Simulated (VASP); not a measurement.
# Rb (P6/mmm) in VASP: a series of runs

Runs on Rb. Level: PBE. Tasks: single point.

Everything below comes from runs of VASP 6.6.1. Logs are shortened: lines on timing, memory, paths and dates and some standing lists are left out, and cuts for length are marked.

### Step 1. The cell of the first run

The structure is hexagonal, space group P6/mmm (No. 191). Conventional cell: a = 6.206 Å, b = 6.206 Å, c = 3.708 Å, α = 90.00°, β = 90.00°, γ = 120.00°. Within 4.9 Å of Rb (site symmetry 6/mmm) lie 14 Rb at 3.71 to 4.03 Å. Rb (site symmetry -6m2) has 11 Rb at 3.58 to 4.03 Å within 4.7 Å.

This isn't the form of Rb at room conditions, which is bcc.

### Step 2. Single point, PBE

File INCAR:

```
ALGO     = Normal         # electronic algorithm
EDIFF    = 1E-7           # SCF threshold, eV
ENCUT    = 520            # plane-wave cutoff, eV
GGA      = PE             # functional
ISIF     = 2              # what is computed and relaxed
ISMEAR   = -1             # smearing method
LASPH    = True           # aspherical terms in the spheres
LCHARG   = True           # write CHGCAR
LELF     = True           # ELF
LREAL    = False          # projectors in reciprocal space
LVHAR    = True         
LWAVE    = False          # write WAVECAR
NBANDS   = 20             # bands
NELM     = 60             # most SCF steps
PREC     = Accurate       # precision mode
SIGMA    = 0.05           # smearing width, eV
```

File KPOINTS:

```
k-points
0
Gamma
  5 5 7
```

File POSCAR:

```
Rb
1.0
    6.2055736082      0.0000000000      0.0000000000
   -3.1027868041      5.3741843897      0.0000000000
    0.0000000000      0.0000000000      3.7076322576
Rb
3
Direct
    0.0000000000      0.0000000000      0.0000000000
    0.3333333333      0.6666666667      0.5000000000
    0.6666666667      0.3333333333      0.5000000000
```

Potentials or basis: VASP PAW PBE potentials, release 64 (Rb_sv).

Launch:

```console
cat potpaw_PBE.64/Rb_sv/POTCAR > POTCAR
mpirun -np 1 vasp_std > vasp.out
```

OUTCAR:

```text
EDIFF = 1E-7
   ENCUT = 520
   GGA = PE
   ISIF = 2
   ISMEAR = -1
   LASPH = True
   LREAL = False
   NELM = 60
   PREC = Accurate

 ion  position               nearest neighbor table
   1  0.000  0.000  0.000-   2 4.03   3 4.03   2 4.03   3 4.03   2 4.03   2 4.03   3 4.03   3 4.03
                             3 4.03   3 4.03   2 4.03   2 4.03
   2  0.333  0.667  0.500-   3 3.58   3 3.58   3 3.58   1 4.03   1 4.03   1 4.03   1 4.03   1 4.03
                             1 4.03   3 5.16   3 5.16   3 5.16   3 5.16   3 5.16   3 5.16
   3  0.667  0.333  0.500-   2 3.58   2 3.58   2 3.58   1 4.03   1 4.03   1 4.03   1 4.03   1 4.03
                             1 4.03   2 5.16   2 5.16   2 5.16   2 5.16   2 5.16   2 5.16

  LATTYP: Found a hexagonal cell.
 ALAT       =     6.2055736082
 C/A-ratio  =     0.5974680975

  Lattice vectors:

 A1 = (   6.2055736082,   0.0000000000,   0.0000000000)
 A2 = (  -3.1027868041,   5.3741843897,   0.0000000000)
 A3 = (   0.0000000000,   0.0000000000,   3.7076322576)

Analysis of symmetry for initial positions (statically):
=====================================================================
 Subroutine PRICEL returns:
 Original cell was already a primitive cell.

 Routine SETGRP: Setting up the symmetry group for a
 hexagonal supercell.

 Subroutine GETGRP returns: Found 24 space group operations
 (whereof 24 operations were pure point group operations)
 out of a pool of 24 trial point group operations.

The static configuration has the point symmetry D_6h.

Analysis of symmetry for dynamics (positions and initial velocities):
=====================================================================
 Subroutine PRICEL returns:
 Original cell was already a primitive cell.

 Routine SETGRP: Setting up the symmetry group for a
 hexagonal supercell.

 Subroutine GETGRP returns: Found 24 space group operations
 (whereof 24 operations were pure point group operations)
 out of a pool of 24 trial point group operations.

The dynamic configuration has the point symmetry D_6h.

 Subroutine INISYM returns: Found 24 space group operations
 (whereof 24 operations are pure point group operations),
 and found     1 'primitive' translations

----------------------------------------------------------------------------------------

                                     Primitive cell

  volume of cell :     123.6492

  direct lattice vectors                    reciprocal lattice vectors
     6.205573608  0.000000000  0.000000000     0.161145458  0.093037373  0.000000000
    -3.102786804  5.374184390  0.000000000     0.000000000  0.186074747  0.000000000
     0.000000000  0.000000000  3.707632258     0.000000000  0.000000000  0.269713912

  length of vectors
     6.205573608  6.205573608  3.707632258     0.186074747  0.186074747  0.269713912

  position of ions in fractional coordinates (direct lattice)
     0.000000000  0.000000000  0.000000000
     0.333333333  0.666666667  0.500000000
     0.666666667  0.333333333  0.500000000

  ion indices of the primitive-cell ions
   primitive index   ion index
                 1           1
                 2           2
                 3           3

----------------------------------------------------------------------------------------

 KPOINTS: k-points

Automatic generation of k-mesh.
 Grid dimensions read from file:
 generate k-points for:    5    5    7

 Generating k-lattice:

  Cartesian coordinates                     Fractional coordinates (reciprocal lattice)
     0.032229092  0.018607475  0.000000000     0.200000000  0.000000000  0.000000000
     0.000000000  0.037214949  0.000000000     0.000000000  0.200000000  0.000000000
     0.000000000  0.000000000  0.038530559     0.000000000  0.000000000  0.142857143

  Length of vectors
     0.037214949  0.037214949  0.038530559

  Shift w.r.t. Gamma in fractional coordinates (k-lattice)
     0.000000000  0.000000000  0.000000000

 Subroutine IBZKPT returns following result:
 ===========================================

 Found     20 irreducible k-points:

 Following reciprocal coordinates:
            Coordinates               Weight
  0.000000  0.000000  0.000000      1.000000
  0.200000  0.000000  0.000000      6.000000
  0.400000  0.000000  0.000000      6.000000
  0.200000  0.200000  0.000000      6.000000
  0.400000  0.200000  0.000000      6.000000
  0.000000  0.000000  0.142857      2.000000
[... 12 lines left out ...]
  0.200000  0.200000  0.428571     12.000000
  0.400000  0.200000  0.428571     12.000000
   k-points           NKPTS =     20   k-points in BZ     NKDIM =     20   number of bands    NBANDS=     20
   number of dos      NEDOS =    301   number of ions     NIONS =      3
   total plane-waves  NPLWV =  64512
   dimension x,y,z NGX =    48 NGY =   48 NGZ =   28
   dimension x,y,z NGXF=    96 NGYF=   96 NGZF=   56
   ions per type =               3
   NGX,Y,Z   is equivalent  to a cutoff of  12.86, 12.86, 12.55 a.u.
   NGXF,Y,Z  is equivalent  to a cutoff of  25.72, 25.72, 25.11 a.u.
 SYSTEM =  unknown system
   PREC   = accura    normal or accurate (medium, high low for compatibility)
   ISTART =      0    job   : 0-new  1-cont  2-samecut
   ICHARG =      2    charge: 1-file 2-atom 10-const
   ISPIN  =      1    spin polarized calculation?
   LNONCOLLINEAR =      F non collinear calculations
   LSORBIT =      F    spin-orbit coupling
   LASPH  =      T    aspherical Exc in radial PAW
   ENCUT  =  520.0 eV  38.22 Ry    6.18 a.u.  11.54 11.54  6.89*2*pi/ulx,y,z
   NELM   =     60;   NELMIN=  2; NELMDL= -5     # of ELM steps
   EDIFF  = 0.1E-06   stopping-criterion for ELM
   LREAL  =      F    real-space projection
   EDIFFG = 0.1E-05   stopping-criterion for IOM
   NSW    =      0    number of steps for IOM
   IBRION =     -1    ionic relax: 0-MD 1-quasi-New 2-CG
   NFREE  =      0    steps in history (QN), initial steepest desc. (CG)
   ISIF   =      2    stress and relaxation
   ISYM   =      2    0-nonsym 1-usesym 2-fastsym
   POTIM  = 0.5000    time-step for ionic-motion
   TEBEG  =    0.0;   TEEND  =   0.0 temperature during run
   PSTRESS=    0.0 pullay stress
   NELECT =      27.0000    total number of electrons
   NUPDOWN=      -1.0000    fix difference up-down
   EMIN   =  10.00;   EMAX   =-10.00  energy-range for DOS
   EFERMI =   0.00;   METHOD = LEGACY
   ISMEAR =    -1;   SIGMA  =   0.05  broadening in eV -4-tet -1-fermi 0-gaus
   EFERMI_NEDOS =   21; number of points for ismear=-14 and -15
   IALGO  =     38    algorithm
   IMIX   =      4    mixing-type and parameters
     AMIX     =   0.40;   BMIX     =  1.00
     AMIX_MAG =   1.60;   BMIX_MAG =  1.00
  volume/ion in A,a.u.               =      41.22       278.14
  Fermi-wavevector in a.u.,A,eV,Ry     =   0.985823  1.862936 13.222787  0.971847
  Thomas-Fermi vector in A             =   2.117159
   LORBIT       =      0    0 simple, 1 ext, 2 COOP (PROOUT), +10 PAW based schemes
   GGA     = PE    functional components
   LHFCALC =     F    Hartree Fock is set to
   AEXX    =    0.0000 exact exchange contribution
   IVDW    =     0    specifies the selected vdW correction
   LEPSILON=     F    determine dielectric tensor
   LRPA    =     F    only Hartree local field effects (RPA)
 non-spin polarized calculation
  energy-cutoff  :      520.00
  volume of cell :      123.65
 maximum number of plane-waves:      3356
 NGX is ok and might be reduce to    48
   NGX = 23   NGY = 23   NGZ = 13

 number of electron      27.0000001 magnetization

 Free energy of the ion-electron system (eV)
  ---------------------------------------------------
  ext. energy  EPLUGINS =         0.00000000
  ---------------------------------------------------
  free energy    TOTEN  =        -0.50914866 eV

  energy without entropy =       -0.49141317  energy(sigma->0) =       -0.50028091

 E-fermi :   2.7450     XC(G=0):  -7.8241

 val. band max:        2.6641855950   @ k =   0.2000   0.2000   0.0000
 cond. band min:       2.8200747980   @ k =   0.4000   0.0000   0.2857
 fundamental gap:      0.1558892030
 Fermi energy:         2.7449804887

 k-point     1 :       0.0000    0.0000    0.0000
  band No.  band energies     occupation
      1     -26.3867      2.00000
      2     -26.2336      2.00000
      3     -26.1490      2.00000
      4     -10.8529      2.00000
      5     -10.8529      2.00000
      6     -10.5694      2.00000
[... 12 lines left out ...]
     19       4.8203      0.00000
     20       6.5112      0.00000

 k-point     2 :       0.2000    0.0000    0.0000
  band No.  band energies     occupation
      1     -26.3719      2.00000
      2     -26.2455      2.00000
      3     -26.1525      2.00000
      4     -10.9536      2.00000
      5     -10.8828      2.00000
      6     -10.4339      2.00000
[... 12 lines left out ...]
     19       5.5680      0.00000
     20       6.4280      0.00000

 k-point     3 :       0.4000    0.0000    0.0000
  band No.  band energies     occupation
      1     -26.3377      2.00000
      2     -26.2746      2.00000
      3     -26.1587      2.00000
      4     -11.0528      2.00000
      5     -10.7843      2.00000
      6     -10.4291      2.00000
[... 12 lines left out ...]
     19       5.5159      0.00000
     20       5.5862      0.00000

 k-point     4 :       0.2000    0.2000    0.0000
  band No.  band energies     occupation
      1     -26.3466      2.00000
      2     -26.2663      2.00000
      3     -26.1578      2.00000
      4     -10.9856      2.00000
      5     -10.8860      2.00000
      6     -10.3640      2.00000
[... 337 lines left out ...]
 k-point    19 :       0.2000    0.2000    0.4286
  band No.  band energies     occupation
      1     -26.2806      2.00000
      2     -26.2074      2.00000
      3     -26.0997      2.00000
      4     -10.9491      2.00000
      5     -10.8904      2.00000
      6     -10.7106      2.00000
[... 12 lines left out ...]
     19       5.5734      0.00000
     20       5.8227      0.00000

 k-point    20 :       0.4000    0.2000    0.4286
  band No.  band energies     occupation
      1     -26.2579      2.00000
      2     -26.2302      2.00000
      3     -26.0999      2.00000
      4     -11.0131      2.00000
      5     -10.8691      2.00000
      6     -10.7683      2.00000
[... 12 lines left out ...]
     19       5.2314      0.00000
     20       5.7517      0.00000

------------------------ aborting loop because EDIFF is reached ----------------------------------------

  FORCE on cell =-STRESS in cart. coord.  units (eV):
  Direction    XX          YY          ZZ          XY          YZ          ZX
  --------------------------------------------------------------------------------------
  -------------------------------------------------------------------------------------
  Total        6.7476932      6.7476932      6.7414008      0.0000000     -0.0000000      0.0000000
  in kB       87.4328757     87.4328757     87.3513431      0.0000000     -0.0000000      0.0000000
  external PRESSURE =      87.4056982 kB  Pullay stress =       0.0000000 kB

 VOLUME and BASIS-vectors are now :
 -----------------------------------------------------------------------------
  energy-cutoff  :      520.00
  volume of cell :      123.65
      direct lattice vectors                 reciprocal lattice vectors
     6.205573608  0.000000000  0.000000000     0.161145458  0.093037373  0.000000000
    -3.102786804  5.374184390  0.000000000     0.000000000  0.186074747  0.000000000
     0.000000000  0.000000000  3.707632258     0.000000000  0.000000000  0.269713912

 POSITION                                       TOTAL-FORCE (eV/Angst)
 -----------------------------------------------------------------------------------
      0.00000      0.00000      0.00000        -0.000000      0.000000     -0.000000
     -0.00000      3.58279      1.85382        -0.000000      0.000000     -0.000000
      3.10279      1.79139      1.85382         0.000000      0.000000      0.000000
 -----------------------------------------------------------------------------------
    total drift:                               -0.000000      0.000000     -0.000000

  FREE ENERGIE OF THE ION-ELECTRON SYSTEM (eV)
  ---------------------------------------------------
  free  energy   TOTEN  =        -0.5091486587 eV

  energy  without entropy=       -0.4914131693  energy(sigma->0) =       -0.50028091
```

Run time: 29 s. Hardware: 1 thread of Intel Xeon 6975P-C (Granite Rapids), shared host; peak memory 0.23 GiB.

Results:

- Free energy: -0.5091 eV
- Pressure: 8.7 GPa
- Band gap on the k mesh: zero (an odd number of electrons rules out a gap without spin polarisation)

Caveat: the cell stands under pressure.

### Step 3. Single point, PBE (41.22 Å³/atom)

File INCAR:

```
SYSTEM = Rb
ALGO = Normal
EDIFF = 1E-6
ENCUT = 520
GGA = PE
ISIF = 2
ISMEAR = -1
LASPH = .TRUE.
LCHARG = .FALSE.
LREAL = .FALSE.
LWAVE = .FALSE.
NBANDS = 20
NELM = 100
PREC = Accurate
SIGMA = 0.05
```

File KPOINTS:

```
k-points
0
G
  5 5 7
  0 0 0
```

POSCAR is that of step 2.

Potentials or basis: VASP PAW PBE potentials, release 64 (Rb_sv).

Launch:

```console
cat potpaw_PBE.64/Rb_sv/POTCAR > POTCAR
mpirun -np 1 vasp_std > vasp.out
```

It took 29 s on 1 thread of Intel Xeon 6975P-C (Granite Rapids), shared host; peak memory 0.23 GiB.

It converged, with:

```yaml
Free_energy: -0.5091 eV
Pressure: 8.7 GPa
Band_gap_on_the_k_mesh: zero (an odd number of electrons rules out a gap without spin polarisation)
```

Levels at points of the mesh, in eV from the Fermi level:
```
           k point  band 9  band 10  band 11  band 12  band 13  band 14  band 15  band 16  band 17  band 18
(0.00, 0.00, 0.00)  -12.71   -12.71   -12.70   -12.66    -3.00     0.67     1.57     1.57     1.60     1.60
```

Caveat: the cell stands under pressure.

[end of part 1 of 2]
